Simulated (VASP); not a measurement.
A run of VASP 6.6.1 is set up as follows.

POSCAR

```
WC
1.0
    2.9321315503     -0.0000000029      0.0000000000
   -1.4660657726      2.5393004112      0.0000000000
    0.0000000000      0.0000000000      2.8549601200
W C
1 1
Direct
    0.0000000000      0.0000000000      0.0000000000
    0.6666666667      0.3333333333      0.5000000000
```

The input INCAR.step1:

```
PREC = Accurate ; ENCUT = 1430
ISMEAR = -1 ; SIGMA = 0.1
LREAL = False ; LASPH = True
NELM = 120 ; NBANDS = 16
GGA = PE ; ALGO = Normal
EDIFF = 1E-5 ; LWAVE = True
LCHARG = False ; GGA_COMPAT = False
```

INCAR.step2

```
PREC = Accurate ; ENCUT = 1430
EDIFF = 1E-6 ; ISMEAR = -1
SIGMA = 0.1 ; LREAL = False
LASPH = True ; NELM = 120
ALGO = Normal ; ISIF = 2
LWAVE = False ; LCHARG = False
METAGGA = R2SCAN ; LMIXTAU = True
NBANDS = 16 ; ISTART = 1
GGA_COMPAT = False
```

File KPOINTS:

```
regular mesh
0
Gamma
  13 13 12
```

Potentials or basis: VASP PAW PBE potentials, release 64 (W_sv, C_h).

Run with:

```bash
$ cat potpaw_PBE.64/W_sv/POTCAR potpaw_PBE.64/C_h/POTCAR > POTCAR
$ cp INCAR.step1 INCAR
$ mpirun -np 1 vasp_std > vasp.out
$ cp INCAR.step2 INCAR
$ mpirun -np 1 vasp_std > vasp.out
```

(1) Predict the pressure.

(2) What does it give for the band gap on the k mesh?

## Answers

(1) -6.2 GPa.

(2) zero (bands 9 and 10 overlap by 1.29 eV).

Caveat: the cell stands under tension; the PAW data sets were made with another functional, which shifts forces and pressure a little; spin-orbit coupling is left out, which moves the levels of the heavy elements.
